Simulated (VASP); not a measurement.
Runs of VASP 6.6.1 on SiC. The structure is that of space group F-43m (No. 216), or close to it. The cells are those of the table. 

```tsv
level	spin	cell	gap on the mesh (eV)	pressure (GPa)
PBE	off	a = 3.034 Å, angles 60.0°, 2 atoms	(a)	14.6
PBE	off	a = 3.197 Å, angles 60.0°, 2 atoms	(b)	-16.9
PBE+D3(BJ)	off	a = 3.097 Å, angles 60.0°, 2 atoms	1.37	-4.7
PBE	collinear	a = 3.097 Å, angles 60.0°, 2 atoms	1.37	-0.2
```

Alike in all rows: task single point; potentials or basis VASP PAW PBE potentials, release 64 (Si, C); k mesh 10 × 10 × 10; cutoff (eV) 600; smearing gaussian 0.02 eV.

Q: Estimate the missing entries.

A: (a) 1.31; (b) 1.45.

Caveats: the cell stands under tension (at least some runs); the cell stands under pressure (at least some runs); three body term missing (at least some runs).

A k mesh can miss the band edges.
